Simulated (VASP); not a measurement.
# WSe2 in VASP: a series of runs, part 2 of 2

VASP 6.6.1. The steps go on from the part before.

**3. Single point, r2SCAN (strain +0.000 along x and y, -0.030 along z)**

The input, POSCAR:

```
WSe2
1.0
    3.3144241466      0.0000000000      0.0000000000
   -1.6572120733      2.8703755099      0.0000000000
    0.0000000000      0.0000000000     28.9060882436
W Se
3 6
Direct
    0.6666666667      0.3333333333      0.0000000000
    0.3333333333      0.6666666667      0.7699395294
    0.3333333333      0.6666666667      0.2300604706
    0.3333333333      0.6666666667      0.0557735259
    0.6666666667      0.3333333333      0.8257181867
    0.6666666667      0.3333333333      0.2857987534
    0.3333333333      0.6666666667      0.9442264741
    0.6666666667      0.3333333333      0.7142012466
    0.6666666667      0.3333333333      0.1742818133
```

The input, INCAR.step1:

```
SYSTEM = WSe2
ALGO = Normal
EDIFF = 1E-4
ENCUT = 520
GGA = PE
ISMEAR = 0
LASPH = .True.
LCHARG = .False.
LREAL = .False.
LWAVE = .True.
NBANDS = 49
NELM = 100
PREC = Accurate
SIGMA = 0.05
```

The input, INCAR.step2:

```
SYSTEM = WSe2
ALGO = Normal
EDIFF = 1E-6
ENCUT = 520
ISIF = 2
ISMEAR = 0
ISTART = 1
LASPH = .True.
LCHARG = .True.
LELF = .True.
LMIXTAU = .True.
LREAL = .False.
LVHAR = .True.
LWAVE = .False.
METAGGA = R2SCAN
NBANDS = 49
NELM = 100
PREC = Accurate
SIGMA = 0.05
```

The input, KPOINTS:

```
k-points
0
Gamma
  12 12 1
  0 0 0
```

Potentials or basis: VASP PAW PBE potentials, release 64 (W_sv, Se).

Command:

```sh
> cat potpaw_PBE.64/W_sv/POTCAR potpaw_PBE.64/Se/POTCAR > POTCAR
> cp INCAR.step1 INCAR
> mpirun -np 1 vasp_std > vasp.out
> cp INCAR.step2 INCAR
> mpirun -np 1 vasp_std > vasp.out
```

OUTCAR:

```text
SYSTEM = WSe2
   EDIFF = 1E-6
   ENCUT = 520
   ISIF = 2
   ISMEAR = 0
   ISTART = 1
   LASPH = .True.
   LREAL = .False.
   METAGGA = R2SCAN
   NELM = 100
   PREC = Accurate

 ion  position               nearest neighbor table
   1  0.667  0.333  0.000-   4 2.50   7 2.50   4 2.50   7 2.50   4 2.50   7 2.50
   2  0.333  0.667  0.770-   8 2.50   8 2.50   8 2.50   5 2.50   5 2.50   5 2.50
   3  0.333  0.667  0.230-   6 2.50   6 2.50   6 2.50   9 2.50   9 2.50   9 2.50
   4  0.333  0.667  0.056-   1 2.50   1 2.50   1 2.50
   5  0.667  0.333  0.826-   2 2.50   2 2.50   2 2.50
   6  0.667  0.333  0.286-   3 2.50   3 2.50   3 2.50
   7  0.333  0.667  0.944-   1 2.50   1 2.50   1 2.50
   8  0.667  0.333  0.714-   2 2.50   2 2.50   2 2.50
   9  0.667  0.333  0.174-   3 2.50   3 2.50   3 2.50

  LATTYP: Found a hexagonal cell.
 ALAT       =     3.3144241466
 C/A-ratio  =     8.7213002818

  Lattice vectors:

 A1 = (   3.3144241466,   0.0000000000,   0.0000000000)
 A2 = (  -1.6572120733,   2.8703755099,   0.0000000000)
 A3 = (   0.0000000000,   0.0000000000,  28.9060882436)

Analysis of symmetry for initial positions (statically):
=====================================================================
 Subroutine PRICEL returns:
 Original cell was already a primitive cell.

 Routine SETGRP: Setting up the symmetry group for a
 hexagonal supercell.

 Subroutine GETGRP returns: Found 12 space group operations
 (whereof 12 operations were pure point group operations)
 out of a pool of 24 trial point group operations.

The static configuration has the point symmetry D_3h.

Analysis of symmetry for dynamics (positions and initial velocities):
=====================================================================
 Subroutine PRICEL returns:
 Original cell was already a primitive cell.

 Routine SETGRP: Setting up the symmetry group for a
 hexagonal supercell.

 Subroutine GETGRP returns: Found 12 space group operations
 (whereof 12 operations were pure point group operations)
 out of a pool of 24 trial point group operations.

The dynamic configuration has the point symmetry D_3h.

 Subroutine INISYM returns: Found 12 space group operations
 (whereof 12 operations are pure point group operations),
 and found     1 'primitive' translations

----------------------------------------------------------------------------------------

                                     Primitive cell

  volume of cell :     275.0022

  direct lattice vectors                    reciprocal lattice vectors
     3.314424147  0.000000000  0.000000000     0.301711536  0.174193236  0.000000000
    -1.657212073  2.870375510  0.000000000     0.000000000  0.348386473  0.000000000
     0.000000000  0.000000000 28.906088244     0.000000000  0.000000000  0.034594788

  length of vectors
     3.314424147  3.314424147 28.906088244     0.348386473  0.348386473  0.034594788

  position of ions in fractional coordinates (direct lattice)
     0.666666667  0.333333333  0.000000000
     0.333333333  0.666666667  0.769939529
     0.333333333  0.666666667  0.230060471
     0.333333333  0.666666667  0.055773526
     0.666666667  0.333333333  0.825718187
     0.666666667  0.333333333  0.285798753
     0.333333333  0.666666667  0.944226474
     0.666666667  0.333333333  0.714201247
[... 39 lines left out ...]

 Following reciprocal coordinates:
            Coordinates               Weight
  0.000000  0.000000  0.000000      1.000000
  0.083333  0.000000  0.000000      6.000000
  0.166667  0.000000  0.000000      6.000000
  0.250000 -0.000000  0.000000      6.000000
  0.333333  0.000000  0.000000      6.000000
  0.416667 -0.000000  0.000000      6.000000
[... 11 lines left out ...]
  0.333333  0.250000  0.000000     12.000000
  0.333333  0.333333  0.000000      2.000000
   k-points           NKPTS =     19   k-points in BZ     NKDIM =     19   number of bands    NBANDS=     49
   number of dos      NEDOS =    301   number of ions     NIONS =      9
   total plane-waves  NPLWV = 169344
   dimension x,y,z NGX =    28 NGY =   28 NGZ =  216
   dimension x,y,z NGXF=    56 NGYF=   56 NGZF=  432
   ions per type =               3   6
   NGX,Y,Z   is equivalent  to a cutoff of  14.04, 14.04, 12.42 a.u.
   NGXF,Y,Z  is equivalent  to a cutoff of  28.09, 28.09, 24.85 a.u.
 SYSTEM =  WSe2
   PREC   = accura    normal or accurate (medium, high low for compatibility)
   ISTART =      1    job   : 0-new  1-cont  2-samecut
   ICHARG =      0    charge: 1-file 2-atom 10-const
   ISPIN  =      1    spin polarized calculation?
   LNONCOLLINEAR =      F non collinear calculations
   LSORBIT =      F    spin-orbit coupling
   LASPH  =      T    aspherical Exc in radial PAW
   ENCUT  =  520.0 eV  38.22 Ry    6.18 a.u.   6.16  6.16 53.75*2*pi/ulx,y,z
   NELM   =    100;   NELMIN=  2; NELMDL=  0     # of ELM steps
   EDIFF  = 0.1E-05   stopping-criterion for ELM
   LREAL  =      F    real-space projection
[... 7 lines left out ...]
   TEBEG  =    0.0;   TEEND  =   0.0 temperature during run
   PSTRESS=    0.0 pullay stress
   NELECT =      78.0000    total number of electrons
   NUPDOWN=      -1.0000    fix difference up-down
   EMIN   =  10.00;   EMAX   =-10.00  energy-range for DOS
   EFERMI =   0.00;   METHOD = LEGACY
   ISMEAR =     0;   SIGMA  =   0.05  broadening in eV -4-tet -1-fermi 0-gaus
   EFERMI_NEDOS =   21; number of points for ismear=-14 and -15
   IALGO  =     38    algorithm
   IMIX   =      4    mixing-type and parameters
     AMIX     =   0.40;   BMIX     =  1.00
     AMIX_MAG =   1.60;   BMIX_MAG =  1.00
  volume/ion in A,a.u.               =      30.56       206.20
  Fermi-wavevector in a.u.,A,eV,Ry     =   1.075625  2.032637 15.741528  1.156970
  Thomas-Fermi vector in A             =   2.211487
   LORBIT       =      0    0 simple, 1 ext, 2 COOP (PROOUT), +10 PAW based schemes
   METAGGA = R2SCAN    functional components
   LHFCALC =     F    Hartree Fock is set to
   AEXX    =    0.0000 exact exchange contribution
   IVDW    =     0    specifies the selected vdW correction
   LEPSILON=     F    determine dielectric tensor
   LRPA    =     F    only Hartree local field effects (RPA)
 non-spin polarized calculation
 Gauss-broadening in eV      SIGMA  =   0.05
  energy-cutoff  :      520.00
  volume of cell :      275.00
 maximum number of plane-waves:      7436
 NGX is ok and might be reduce to    28
   NGX = 13   NGY = 13   NGZ =107

 number of electron      78.0000002 magnetization

 Free energy of the ion-electron system (eV)
  ---------------------------------------------------
  ext. energy  EPLUGINS =         0.00000000
  ---------------------------------------------------
  free energy    TOTEN  =      -245.18573917 eV

  energy without entropy =     -245.18573917  energy(sigma->0) =     -245.18573917

 E-fermi :   2.7137     XC(G=0):  -7.8463

 val. band max:        2.3528630549   @ k =   0.0000   0.0000   0.0000
 cond. band min:       3.4862525430   @ k =   0.3333   0.3333   0.0000
 fundamental gap:      1.1333894881
 Fermi energy:         2.7136696170

 k-point     1 :       0.0000    0.0000    0.0000
  band No.  band energies     occupation
      1     -73.9548      2.00000
      2     -73.9529      2.00000
      3     -73.9528      2.00000
      4     -37.5531      2.00000
      5     -37.5510      2.00000
      6     -37.5510      2.00000
[... 977 lines left out ...]
     48       5.8352      0.00000
     49       7.2510      0.00000

------------------------ aborting loop because EDIFF is reached ----------------------------------------

  FORCE on cell =-STRESS in cart. coord.  units (eV):
  Direction    XX          YY          ZZ          XY          YZ          ZX
  --------------------------------------------------------------------------------------
  -------------------------------------------------------------------------------------
  Total        3.9391224      3.9391224     10.0566414      0.0000000      0.0000000     -0.0000000
  in kB       22.9495371     22.9495371     58.5905295      0.0000000      0.0000000     -0.0000000
  external PRESSURE =      34.8298679 kB  Pullay stress =       0.0000000 kB

 VOLUME and BASIS-vectors are now :
 -----------------------------------------------------------------------------
  energy-cutoff  :      520.00
  volume of cell :      275.00
      direct lattice vectors                 reciprocal lattice vectors
     3.314424147  0.000000000  0.000000000     0.301711536  0.174193236  0.000000000
    -1.657212073  2.870375510  0.000000000     0.000000000  0.348386473  0.000000000
     0.000000000  0.000000000 28.906088244     0.000000000  0.000000000  0.034594788

 POSITION                                       TOTAL-FORCE (eV/Angst)
 -----------------------------------------------------------------------------------
      1.65721      0.95679      0.00000         0.000000     -0.000000      0.000000
     -0.00000      1.91358     22.25594        -0.000000     -0.000000     -0.003158
     -0.00000      1.91358      6.65015         0.000000     -0.000000      0.003158
     -0.00000      1.91358      1.61219         0.000000      0.000000      0.993408
      1.65721      0.95679     23.86828        -0.000000     -0.000000      0.992996
      1.65721      0.95679      8.26132        -0.000000      0.000000      1.019568
     -0.00000      1.91358     27.29389         0.000000     -0.000000     -0.993408
      1.65721      0.95679     20.64476        -0.000000      0.000000     -1.019568
      1.65721      0.95679      5.03781         0.000000      0.000000     -0.992996
 -----------------------------------------------------------------------------------
    total drift:                               -0.000001      0.000000     -0.000000

  FREE ENERGIE OF THE ION-ELECTRON SYSTEM (eV)
  ---------------------------------------------------
  free  energy   TOTEN  =      -245.1857391716 eV

  energy  without entropy=     -245.1857391716  energy(sigma->0) =     -245.18573917
```

Wall time 16 min (1 thread of Intel Xeon Platinum 8488C (Sapphire Rapids), shared host); peak memory 0.55 GiB.

What came out:

```yaml
Free_energy: -245.1857 eV
Largest_force: 1.020 eV/Å
Band_gap_on_the_k_mesh: 1.13 eV (least direct gap 1.49 eV)
```

Forces in eV/Å, atoms in the order of the input:
```
W    0.000  0.000  0.000
W    0.000  0.000 -0.003
W    0.000  0.000  0.003
Se   0.000  0.000  0.993
Se   0.000  0.000  0.993
Se   0.000  0.000  1.020
Se   0.000  0.000 -0.993
Se   0.000  0.000 -1.020
Se   0.000  0.000 -0.993
```

Levels at points of the mesh, in eV from the valence-band top:
| k point | band 37 | band 38 | band 39 | band 40 | band 41 | band 42 |
| --- | --- | --- | --- | --- | --- | --- |
| (0.00, 0.00, 0.00) | -0.69 | -0.28 | 0.00 | 2.75 | 2.75 | 2.76 |
| (0.50, 0.00, 0.00) | -1.44 | -1.39 | -1.36 | 2.08 | 2.09 | 2.10 |

Caveat: the cell differs from its parent crystal (strain +0.000 along x and y, -0.030 along z); there is no dipole correction, which matters where the two faces differ; the PAW data sets were made with another functional, which shifts forces and pressure a little; spin-orbit coupling is left out, which moves the levels of the heavy elements.
